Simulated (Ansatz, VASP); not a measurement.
**AlN in VASP and in Ansatz**

```
Al N
1.0
     3.30144    0.00000    0.00000
    -1.65072    2.85913    0.00000
     0.00000    0.00000    4.05720
Al N
2 2
Direct
  0.33333 0.66667 0.75000
  0.66667 0.33333 0.25000
  0.33333 0.66667 0.25000
  0.66667 0.33333 0.75000
```

Alike in both runs: task single point; functional PBEsol; k mesh 9 × 9 × 6; occupations gaussian, width 0.05 eV; no spin polarisation.

|  | VASP | Ansatz |
| --- | --- | --- |
| version | VASP 6.6.1 | Ansatz 0.2.0 |
| potentials or method | VASP PAW PBE potentials, release 64 (Al, N), cutoff 520 eV | scalar-relativistic, plane waves, PAW |
| valence electrons in the cell | 16 | 16 |

Ansatz gave:

```
gap on the k mesh at the Fermi level (eV)                     : 3.52
least direct gap on the mesh (eV)                             : 3.52
pressure (GPa)                                                : 4.2
traceless stress, the component that is largest in VASP (GPa) : 2.71
```

Q: Which values does VASP return?

A: gap on the k mesh at the Fermi level (eV): 3.54; least direct gap on the mesh (eV): 3.54; pressure (GPa): 4.2; traceless stress, the component that is largest in VASP (GPa): 2.75.

VASP's potentials were made for PBE, not for PBEsol, and Ansatz warns of the same on its side. With one functional, cell and mesh, what is left measures potentials, basis and numerics.
